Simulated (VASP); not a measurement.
# I (Pm-3m) in VASP: a series of runs, part 2 of 2

VASP 6.6.1. The steps go on from the part before.

### Step 5. Single point, LDA (volume scaled by 0.58)

INCAR

```
SYSTEM = I
ALGO = Normal
EDIFF = 1E-7
ENCUT = 520
ISIF = 2
ISMEAR = -1
LASPH = .TRUE.
LCHARG = .FALSE.
LREAL = .FALSE.
LWAVE = .FALSE.
NBANDS = 10
NELM = 60
PREC = Accurate
SIGMA = 0.05
```

KPOINTS

```
k-points
0
G
  13 13 13
  0 0 0
```

POSCAR

```
I
1.0
    2.7883292647      0.0000000000      0.0000000000
    0.0000000000      2.7883292647      0.0000000000
    0.0000000000      0.0000000000      2.7883292647
I
1
Direct
    0.0000000000      0.0000000000      0.0000000000
```

Potentials or basis: VASP PAW LDA potentials, release 64 (I).

Launch:

```
cat potpaw_LDA.64/I/POTCAR > POTCAR
mpirun -np 1 vasp_std > vasp.out
```

OUTCAR:

```text
SYSTEM = I
   EDIFF = 1E-7
   ENCUT = 520
   ISIF = 2
   ISMEAR = -1
   LASPH = .TRUE.
   LREAL = .FALSE.
   NELM = 60
   PREC = Accurate

 ion  position               nearest neighbor table
   1  0.000  0.000  0.000-

  LATTYP: Found a simple cubic cell.
 ALAT       =     2.7883292647

  Lattice vectors:

 A1 = (   2.7883292647,   0.0000000000,   0.0000000000)
 A2 = (   0.0000000000,   2.7883292647,   0.0000000000)
 A3 = (   0.0000000000,   0.0000000000,   2.7883292647)

Analysis of symmetry for initial positions (statically):
=====================================================================
 Subroutine PRICEL returns:
 Original cell was already a primitive cell.

 Routine SETGRP: Setting up the symmetry group for a
 simple cubic supercell.

 Subroutine GETGRP returns: Found 48 space group operations
 (whereof 48 operations were pure point group operations)
 out of a pool of 48 trial point group operations.

The static configuration has the point symmetry O_h .

Analysis of symmetry for dynamics (positions and initial velocities):
=====================================================================
 Subroutine PRICEL returns:
 Original cell was already a primitive cell.

 Routine SETGRP: Setting up the symmetry group for a
 simple cubic supercell.

 Subroutine GETGRP returns: Found 48 space group operations
 (whereof 48 operations were pure point group operations)
 out of a pool of 48 trial point group operations.

The dynamic configuration has the point symmetry O_h .

 Subroutine INISYM returns: Found 48 space group operations
 (whereof 48 operations are pure point group operations),
 and found     1 'primitive' translations

----------------------------------------------------------------------------------------

                                     Primitive cell

  volume of cell :      21.6786

[... 102 lines left out ...]
   EFERMI_NEDOS =   21; number of points for ismear=-14 and -15
   IALGO  =     38    algorithm
   IMIX   =      4    mixing-type and parameters
     AMIX     =   0.40;   BMIX     =  1.00
     AMIX_MAG =   1.60;   BMIX_MAG =  1.00
  volume/ion in A,a.u.               =      21.68       146.29
  Fermi-wavevector in a.u.,A,eV,Ry     =   1.123130  2.122408 17.162682  1.261422
  Thomas-Fermi vector in A             =   2.259795
   LORBIT       =      0    0 simple, 1 ext, 2 COOP (PROOUT), +10 PAW based schemes
   GGA     = CA    functional components
   LHFCALC =     F    Hartree Fock is set to
   AEXX    =    0.0000 exact exchange contribution
   IVDW    =     0    specifies the selected vdW correction
   LEPSILON=     F    determine dielectric tensor
   LRPA    =     F    only Hartree local field effects (RPA)
 non-spin polarized calculation
  energy-cutoff  :      520.00
  volume of cell :       21.68
 maximum number of plane-waves:       603
 NGX is ok and might be reduce to    24
   NGX = 11   NGY = 11   NGZ = 11

 number of electron       7.0000000 magnetization

 Free energy of the ion-electron system (eV)
  ---------------------------------------------------
  ext. energy  EPLUGINS =         0.00000000
  ---------------------------------------------------
  free energy    TOTEN  =         0.25073134 eV

  energy without entropy =        0.25854888  energy(sigma->0) =        0.25464011

 E-fermi :  13.4364     XC(G=0): -11.3972

 val. band max:       13.4176816612   @ k =   0.4615   0.3077   0.1538
 cond. band min:      13.4665583338   @ k =   0.4615   0.4615   0.2308
 fundamental gap:      0.0488766727
 Fermi energy:        13.4364418089

 k-point     1 :       0.0000    0.0000    0.0000
  band No.  band energies     occupation
      1      -6.2987      2.00000
      2      12.8556      1.99998
      3      12.8556      1.99998
      4      12.8556      1.99998
      5      17.7915      0.00000
      6      17.7915      0.00000
      7      20.1195      0.00000
      8      32.0034      0.00000
      9      32.0034      0.00000
     10      32.0035      0.00000
[... 287 lines left out ...]
 k-point    24 :       0.3846    0.3077    0.0000
  band No.  band energies     occupation
      1      -2.4594      2.00000
      2       4.9061      2.00000
      3       7.2159      2.00000
      4      15.5475      0.00000
      5      16.1678      0.00000
      6      22.1334      0.00000
      7      25.7228      0.00000
      8      25.8095      0.00000
      9      27.6490      0.00000
     10      28.3241      0.00000

 [... further k-points ...]
[... 5 lines left out ...]
  --------------------------------------------------------------------------------------
  -------------------------------------------------------------------------------------
  Total        8.6597429      8.6597429      8.6597429      0.0000000      0.0000000      0.0000000
  in kB      640.0050636    640.0050636    640.0050636      0.0000000      0.0000000      0.0000000
  external PRESSURE =     640.0050636 kB  Pullay stress =       0.0000000 kB

 VOLUME and BASIS-vectors are now :
 -----------------------------------------------------------------------------
  energy-cutoff  :      520.00
  volume of cell :       21.68
      direct lattice vectors                 reciprocal lattice vectors
     2.788329265  0.000000000  0.000000000     0.358637702  0.000000000  0.000000000
     0.000000000  2.788329265  0.000000000     0.000000000  0.358637702  0.000000000
     0.000000000  0.000000000  2.788329265     0.000000000  0.000000000  0.358637702

 POSITION                                       TOTAL-FORCE (eV/Angst)
 -----------------------------------------------------------------------------------
      0.00000      0.00000      0.00000         0.000000      0.000000      0.000000
 -----------------------------------------------------------------------------------
    total drift:                               -0.000000      0.000000      0.000000

  FREE ENERGIE OF THE ION-ELECTRON SYSTEM (eV)
  ---------------------------------------------------
  free  energy   TOTEN  =         0.2507313408 eV

  energy  without entropy=        0.2585488831  energy(sigma->0) =        0.25464011
```

OSZICAR:

```text
N       E                     dE             d eps       ncg     rms          rms(c)
DAV:   1     0.205227490727E+02    0.20523E+02   -0.28447E+03  1680   0.526E+02
DAV:   2     0.749909349266E+00   -0.19773E+02   -0.18868E+02  2310   0.926E+01
DAV:   3     0.229339146553E+00   -0.52057E+00   -0.51486E+00  2116   0.144E+01
DAV:   4     0.226178021125E+00   -0.31611E-02   -0.31608E-02  2256   0.132E+00
DAV:   5     0.226151300320E+00   -0.26721E-04   -0.26721E-04  2162   0.981E-02    0.215E+01
DAV:   6     0.245201746630E+00    0.19050E-01   -0.13566E-02  1948   0.522E-01    0.127E+01
DAV:   7     0.250137177392E+00    0.49354E-02   -0.16620E-02  1974   0.578E-01    0.347E-01
DAV:   8     0.250714476513E+00    0.57730E-03   -0.22384E-03  1862   0.237E-01    0.141E-01
DAV:   9     0.250731258399E+00    0.16782E-04   -0.46518E-05  1990   0.440E-02    0.227E-02
DAV:  10     0.250731326567E+00    0.68168E-07   -0.14231E-06  2270   0.759E-03    0.113E-02
DAV:  11     0.250731340802E+00    0.14235E-07   -0.12185E-07  1772   0.181E-03
   1 F= 0.25073134E+00 E0= 0.25464011E+00  d E =-.781754E-02
```

stdout:

```text
POSCAR found type information on POSCAR I
 POSCAR found :  1 types and       1 ions
 scaLAPACK will be used
 LDA part: xc-table for (Slater(with rela. corr.)+CA(PZ))
 , standard interpolation
 POSCAR, INCAR and KPOINTS ok, starting setup
 FFT: planning ... GRIDC
 FFT: planning ... GRID_SOFT
 FFT: planning ... GRID
 WAVECAR not read
 entering main loop
```

Run time: 8 s. Hardware: 1 thread of Intel Xeon 6975P-C, shared host; peak memory 0.14 GiB.

What came out:

```
Free energy : 0.2507 eV
Pressure    : 64.0 GPa
```

Levels at points of the mesh, in eV from the Fermi level:
```tsv
k point	band 2	band 3	band 4	band 5	band 6	band 7
(0.00, 0.00, 0.00)	-0.58	-0.58	-0.58	4.36	4.36	6.68
```

Caveat: spin-orbit coupling is left out, which moves the levels of the heavy elements; an odd number of electrons without spin polarisation forces a metal; a magnetic or distorted state may lie lower.

### Step 6. Summary

| level | potentials or basis | cell | gap on the mesh (eV) | pressure (GPa) |
| --- | --- | --- | --- | --- |
| LDA | VASP PAW LDA potentials, release 64 (I) | a = 2.524 Å, 1 atom | none | 172.9 |
| PBE | VASP PAW PBE potentials, release 64 (I) | a = 2.524 Å, 1 atom | none | 182.0 |
| LDA | VASP PAW LDA potentials, release 64 (I) | a = 2.654 Å, 1 atom | none | 106.1 |
| LDA | VASP PAW LDA potentials, release 64 (I) | a = 2.788 Å, 1 atom | none | 64.0 |

Alike in all rows: task single point; no spin polarisation; k mesh 13 × 13 × 13; cutoff (eV) 520; smearing fermi-dirac 0.05 eV.

Caveats: spin-orbit coupling is left out, which moves the levels of the heavy elements; an odd number of electrons without spin polarisation forces a metal; a magnetic or distorted state may lie lower.

Absolute energies hang on the potentials; compare differences alone.
